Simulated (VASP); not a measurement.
**C: single point with PBE**

C:

```xyz
4
Lattice="1.2333 -2.1360 0.0000 1.2333 2.1360 0.0000 0.0000 0.0000 8.7070" Properties=species:S:1:pos:R:3 pbc="T T T"
C     1.2333    1.6946    6.1913
C     1.2333   -0.2706    2.5157
C     1.2333   -1.6946    2.5157
C     1.2333    0.2706    6.1913
```

This cell differs from its parent crystal: atoms displaced along a vibrational mode.

- Program: VASP 6.6.1
- Task: single point
- Functional: PBE
- Potentials or basis: VASP PAW PBE potentials, release 64 (C)
- Cutoff: 520 eV
- k mesh: 18 × 18 × 6
- Occupations: gaussian, width 0.15 eV
- Spin: no spin polarisation

```yaml
Pressure: 0.4 GPa
Largest_force: 0.021 eV/Å
```

Forces in eV/Å, atoms in the order of the input:
```
C    0.000  0.000  0.021
C    0.000  0.001 -0.019
C    0.000  0.000 -0.021
C    0.000 -0.001  0.019
```

Stress tensor (GPa, compression positive):
```
 0.51  0.00  0.00
 0.00  0.46 -0.01
 0.00 -0.01  0.34
```

Wall time 6.2 min on 1 thread of Intel Xeon 8259CL (shared host), peak memory 0.37 GiB.

Caveat: the cell differs from its parent crystal (atoms displaced along a vibrational mode); this functional lacks dispersion, which binds the layers, so the pressure and a relaxed spacing across them are unreliable.
